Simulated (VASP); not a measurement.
# Ti5Al16 (a cell with a defect) in VASP: single point with PBE

Aim: the single point of Ti5Al16 (a cell with a defect) with PBE.

All numbers are computed with VASP 6.6.1; they aren't measurements. Logs are shortened: lines on timing, memory, paths and dates and some standing lists are left out, and cuts for length are marked.

## 1. The cell of the first run

The cell holds a defect, 21 atoms: a = 7.454 Å, b = 7.454 Å, c = 7.454 Å, α = 109.32°, β = 109.55°, γ = 109.55°.

## 2. Single point, PBE

INCAR

```
SYSTEM = Ti5Al16
PREC     = Accurate       ! precision mode
ENCUT    = 520            ! plane-wave cutoff, eV
EDIFF    = 1E-6           ! SCF threshold, eV
ISMEAR   = 0              ! smearing method
SIGMA    = 0.1            ! smearing width, eV
LREAL    = Auto         
LASPH    = .True.         ! aspherical terms in the spheres
NELM     = 100            ! most SCF steps
ALGO     = Normal         ! electronic algorithm
ISIF     = 2              ! what is computed and relaxed
LWAVE    = .False.        ! write WAVECAR
LCHARG   = .True.         ! write CHGCAR
GGA      = PE             ! functional
LELF     = .True.         ! ELF
LVHAR    = .True.       
NBANDS   = 70             ! bands
```

KPOINTS

```
Automatic mesh
0
Gamma
  4 4 4
  0.5 0.5 0.5
```

POSCAR

```
Ti5Al16
1.0
   -5.7680202884     -1.9226734295      4.3114047960
   -1.9226734295      5.7680202884     -4.3114047960
    1.9226734295     -5.7680202884     -4.3114047960
Ti Al
5 16
Direct
    0.3540860812      0.5602981731      0.7709942246
    0.0460099977      0.0169508940      0.0063903902
    0.2000451008      0.8026022495      0.4025739409
    0.8112263248      0.2175927204      0.6215546663
    0.5890167735      0.4104170230      0.2064992417
    0.8116675334      0.6520232067      0.0889123926
    0.4006989893      0.1221009577      0.3368305595
    0.5883939949      0.8771552808      0.6400575537
    0.2000988801      0.3042642496      0.9043372429
    0.9996167163      0.5366289423      0.5218799477
    0.7005052857      0.1443793269      0.2443368637
    0.2916442758      0.4515410430      0.3473949634
    0.4888209228      0.2445323200      0.7509355319
    0.1084768723      0.6557999245      0.9600158100
    0.9113947658      0.8622706896      0.5558684213
    0.5092713536      0.7560197945      0.2339714400
    0.0788210820      0.1370227818      0.4302632205
    0.3215845138      0.9516664731      0.8585841029
    0.8909477157      0.3250020245      0.0468406416
    0.7000343789      0.5572362324      0.6572659603
    0.6998927532      0.8819593044      0.9817529548
```

Potentials or basis: VASP PAW PBE potentials, release 64 (Ti_sv, Al).

Launch:

```sh
cat potpaw_PBE.64/Ti_sv/POTCAR potpaw_PBE.64/Al/POTCAR > POTCAR
mpirun -np 1 vasp_std > vasp.out
```

OUTCAR:

```text
SYSTEM = Ti5Al16
   PREC = Accurate
   ENCUT = 520
   EDIFF = 1E-6
   ISMEAR = 0
   LREAL = Auto
   LASPH = .True.
   NELM = 100
   ISIF = 2
   GGA = PE

 ion  position               nearest neighbor table
   1  0.354  0.560  0.771-  21 2.35   9 2.55  10 2.58  17 2.74  14 2.79  12 2.81  13 2.83  16 2.87
                            18 2.88  20 2.98   8 3.08   6 3.11
   2  0.046  0.017  0.006-  21 2.35   9 2.55   7 2.58  18 2.74  12 2.79  14 2.81  15 2.83  19 2.87
                            17 2.88  20 2.98   6 3.08   8 3.11
   3  0.200  0.803  0.403-   8 2.58   6 2.58  10 2.65   7 2.65  15 2.84  13 2.84  14 2.85  12 2.86
                            17 2.89  18 2.89  19 3.03  16 3.03
   4  0.811  0.218  0.622-  11 2.45   8 2.60   9 2.65   7 2.75  19 2.79  10 2.79  14 2.81  20 2.88
                            13 2.91  17 2.92  15 2.92  16 3.02
   5  0.589  0.410  0.206-  11 2.45   6 2.60   9 2.65  10 2.75  16 2.79   7 2.79  12 2.81  20 2.88
                            15 2.91  18 2.92  13 2.92  19 3.02
   6  0.812  0.652  0.089-  21 2.38   3 2.58   5 2.60  19 2.64  14 2.69  13 2.71  20 2.80  15 3.00
                            16 3.02  17 3.04   2 3.08   1 3.11
   7  0.401  0.122  0.337-  11 2.52   2 2.58   3 2.65  13 2.68  17 2.74   4 2.75  20 2.77   5 2.79
                            12 2.82  14 3.02  16 3.03  18 3.12
   8  0.588  0.877  0.640-  21 2.38   3 2.58   4 2.60  16 2.64  12 2.69  15 2.71  20 2.80  13 3.00
                            19 3.02  18 3.04   1 3.08   2 3.11
   9  0.200  0.304  0.904-   1 2.55   2 2.55   5 2.65   4 2.65  15 2.84  13 2.84  12 2.86  14 2.86
[... 11 lines left out ...]
  15  0.911  0.862  0.556-  17 2.64  10 2.68   8 2.71  16 2.78  20 2.79  18 2.81   2 2.83   3 2.84
                             9 2.84   5 2.91   4 2.92   6 3.00
  16  0.509  0.756  0.234-   8 2.64  14 2.66  11 2.73  15 2.78   5 2.79  12 2.87   9 2.87   1 2.87
                            21 2.91   6 3.02   4 3.02   7 3.03   3 3.03
  17  0.079  0.137  0.430-  15 2.64  11 2.72   1 2.74   7 2.74  12 2.74  13 2.81   2 2.88   3 2.89
                             4 2.92  21 2.94   9 3.01   6 3.04  10 3.13
  18  0.322  0.952  0.859-  13 2.64  11 2.72  10 2.74   2 2.74  14 2.74  15 2.81   1 2.88   3 2.89
                             5 2.92  21 2.94   9 3.01   8 3.04   7 3.12
  19  0.891  0.325  0.047-   6 2.64  12 2.66  11 2.72  13 2.78   4 2.79  14 2.87   9 2.87   2 2.87
                            21 2.92   8 3.02   5 3.02   3 3.03  10 3.04
  20  0.700  0.557  0.657-  10 2.77   7 2.77  12 2.78  14 2.78  13 2.78  15 2.79  21 2.80   8 2.80
                             6 2.80   5 2.88   4 2.88   1 2.98   2 2.98
  21  0.700  0.882  0.982-  11 2.26   1 2.35   2 2.35   8 2.38   6 2.38  20 2.80  16 2.91  19 2.92
                            18 2.94  17 2.94

  LATTYP: Found a body centered tetragonal cell.
 ALAT       =     8.5984569737
 C/A-ratio  =     1.0028322080

  Lattice vectors:

 A1 = (   1.9226734295,  -5.7680202884,   4.3114047960)
 A2 = (  -1.9226734295,   5.7680202884,   4.3114047960)
 A3 = (  -5.7680202884,  -1.9226734295,  -4.3114047960)

Analysis of symmetry for initial positions (statically):
=====================================================================
[... 180 lines left out ...]
   IMIX   =      4    mixing-type and parameters
     AMIX     =   0.40;   BMIX     =  1.00
     AMIX_MAG =   1.60;   BMIX_MAG =  1.00
  volume/ion in A,a.u.               =      15.18       102.43
  Fermi-wavevector in a.u.,A,eV,Ry     =   1.141290  2.156726 17.722182  1.302544
  Thomas-Fermi vector in A             =   2.277991
   LORBIT       =      0    0 simple, 1 ext, 2 COOP (PROOUT), +10 PAW based schemes
   GGA     = PE    functional components
   LHFCALC =     F    Hartree Fock is set to
   AEXX    =    0.0000 exact exchange contribution
   IVDW    =     0    specifies the selected vdW correction
   LEPSILON=     F    determine dielectric tensor
   LRPA    =     F    only Hartree local field effects (RPA)
 non-spin polarized calculation
 Gauss-broadening in eV      SIGMA  =   0.10
  energy-cutoff  :      520.00
  volume of cell :      318.76
 maximum number of plane-waves:      8619
   NGX = 27   NGY = 27   NGZ = 27

 number of electron     108.0000003 magnetization

 Free energy of the ion-electron system (eV)
  ---------------------------------------------------
  ext. energy  EPLUGINS =         0.00000000
  ---------------------------------------------------
  free energy    TOTEN  =      -101.89838501 eV

  energy without entropy =     -101.85392964  energy(sigma->0) =     -101.87615733

 E-fermi :   8.8947     XC(G=0): -10.8761

 val. band max:        8.8781328365   @ k =  -0.1250  -0.1250   0.1250
 cond. band min:       8.9006529882   @ k =  -0.3750  -0.3750  -0.1250
 fundamental gap:      0.0225201517
 Fermi energy:         8.8946623678

 k-point     1 :       0.1250    0.1250    0.1250
  band No.  band energies     occupation
      1     -47.6382      2.00000
      2     -47.6104      2.00000
      3     -47.6098      2.00000
      4     -47.5110      2.00000
      5     -47.5103      2.00000
      6     -24.0170      2.00000
[... 1645 lines left out ...]
     65      10.5233      0.00000
     66      10.6260      0.00000

 [... further k-points ...]

 [bands above 66 left out]

------------------------ aborting loop because EDIFF is reached ----------------------------------------

  FORCE on cell =-STRESS in cart. coord.  units (eV):
  Direction    XX          YY          ZZ          XY          YZ          ZX
  --------------------------------------------------------------------------------------
  -------------------------------------------------------------------------------------
  Total       20.6040100     18.1370808     19.8147607     -0.5830275      0.0157356      0.0136239
  in kB      103.5624914     91.1628983     99.5954660     -2.9304868      0.0790921      0.0684783
  external PRESSURE =      98.1069519 kB  Pullay stress =       0.0000000 kB

 VOLUME and BASIS-vectors are now :
 -----------------------------------------------------------------------------
  energy-cutoff  :      520.00
  volume of cell :      318.76
      direct lattice vectors                 reciprocal lattice vectors
    -5.768020288 -1.922673430  4.311404796    -0.156032738 -0.052010913  0.000000000
    -1.922673430  5.768020288 -4.311404796    -0.104021826  0.052010913 -0.115971481
     1.922673430 -5.768020288 -4.311404796    -0.052010913 -0.104021826 -0.115971481

 POSITION                                       TOTAL-FORCE (eV/Angst)
 -----------------------------------------------------------------------------------
     -1.63728     -1.89609     -4.21313        -0.048668     -0.028021      0.057898
     -0.28569     -0.02755      0.09773         0.048145      0.023762      0.048806
     -1.92299      1.92275     -4.33353         0.002749      0.007745      0.004133
     -3.90248     -3.88978     -0.12038         0.035173     -0.035357     -0.020522
     -3.78953      0.04371     -0.12029        -0.031110      0.028017     -0.026502
     -5.76439      1.68746      0.30495        -0.024965      0.093335      0.122145
[... 13 lines left out ...]
     -3.84549     -1.92291     -2.21808         0.001482     -0.001013     -0.052615
     -3.84513     -1.92128     -5.01770         0.001746     -0.002788     -0.178383
 -----------------------------------------------------------------------------------
    total drift:                                0.034412     -0.013507      0.010207

  FREE ENERGIE OF THE ION-ELECTRON SYSTEM (eV)
  ---------------------------------------------------
  free  energy   TOTEN  =      -101.8983850098 eV

  energy  without entropy=     -101.8539296441  energy(sigma->0) =     -101.87615733
```

stdout:

```text
POSCAR found type information on POSCAR TiAl
 POSCAR found :  2 types and      21 ions
 scaLAPACK will be used
 LDA part: xc-table for (Slater+PW92), standard interpolation
 POSCAR, INCAR and KPOINTS ok, starting setup
 FFT: planning ... GRIDC
 FFT: planning ... GRID_SOFT
 FFT: planning ... GRID
 WAVECAR not read
 entering main loop
```

Wall time 20 min (1 thread of Intel Xeon 6975P-C (Granite Rapids), shared host); peak memory 0.67 GiB.

Results:

| Property | Result |
| --- | --- |
| Free energy | -101.8984 eV |
| Pressure | 9.8 GPa |
| Largest force | 0.198 eV/Å |
| Band gap on the k mesh | zero (bands 54 and 55 overlap by 0.11 eV) |

Forces in eV/Å, atoms in the order of the input:
```
Ti  -0.049 -0.028  0.058
Ti   0.048  0.024  0.049
Ti   0.003  0.008  0.004
Ti   0.035 -0.035 -0.021
Ti  -0.031  0.028 -0.027
Al  -0.025  0.093  0.122
Al   0.027  0.030 -0.064
Al   0.025 -0.095  0.123
Al   0.001  0.001  0.013
Al  -0.031 -0.026 -0.062
Al   0.000  0.002 -0.198
Al   0.021  0.022  0.051
Al   0.025 -0.007  0.034
Al  -0.024 -0.019  0.044
Al  -0.024  0.009  0.039
Al  -0.033  0.028  0.025
Al   0.028  0.029  0.005
Al  -0.030 -0.030  0.010
Al   0.031 -0.030  0.025
Al   0.001 -0.001 -0.053
Al   0.002 -0.003 -0.178
```

Levels at points of the mesh, in eV from the Fermi level:
```csv
k point,band 50,band 51,band 52,band 53,band 54,band 55,band 56,band 57,band 58,band 59
"(0.12, 0.12, 0.12)",-0.83,-0.72,-0.55,-0.35,-0.16,0.05,0.40,0.70,0.87,0.93
```
